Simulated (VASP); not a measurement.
Wanted: the native input for a VASP 6.6.1 run.

* Task: electric field gradients
* Functional: LDA
* Potentials or basis: VASP PAW LDA potentials, release 64 (Ni)
* Cutoff: 520 eV
* k mesh: 20 × 20 × 20
* Occupations: fermi-dirac, width 0.05 eV
* Spin: collinear spin, ferromagnetic start
* Starting moments: [1.5] μB
* Dipole correction: no
* Further INCAR settings: ALGO = Normal; EDIFF = 1e-08; NBANDS = 15

The structure of Ni lies in POSCAR:

```
Ni
1.0
    0.0000000000      1.7560842062      1.7560842062
    1.7560842062      0.0000000000      1.7560842062
    1.7560842062      1.7560842062      0.0000000000
Ni
1
Direct
    0.0000000000      0.0000000000      0.0000000000
```

This cell differs from its parent crystal: volume scaled by 0.98.

One way to write it, as run:

INCAR

```
SYSTEM = Ni
ALGO = Normal
EDIFF = 1E-8
ENCUT = 520
ISIF = 2
ISMEAR = -1
ISPIN = 2
LASPH = .TRUE.
LCHARG = .FALSE.
LEFG = .TRUE.
LMAXMIX = 4
LORBIT = 11
LREAL = .FALSE.
LWAVE = .FALSE.
MAGMOM = 1.5
NBANDS = 15
NELM = 150
PREC = Accurate
SIGMA = 0.05
```

KPOINTS

```
k-points
0
G
  20 20 20
  0 0 0
```

Potentials or basis: VASP PAW LDA potentials, release 64 (Ni).

Run with:

```console
$ cat potpaw_LDA.64/Ni/POTCAR > POTCAR
$ mpirun -np 1 vasp_std > vasp.out
```

Results of the run:

| Property | Result |
| --- | --- |
| Pressure | -16.0 GPa |
| Net moment | 0.61 μB per cell |
| Site moments | Ni +0.61 μB |
| Valence electrons inside the program's atomic spheres | Ni 9.33 |

Caveat: without QUAD_EFG the Cq values of the log hold for a quadrupole moment of 1 mb, not for the nuclei.

It took 38 s on 1 thread of Intel(R) Xeon(R) 6975P-C (Granite Rapids) (shared host), peak memory 0.16 GiB.
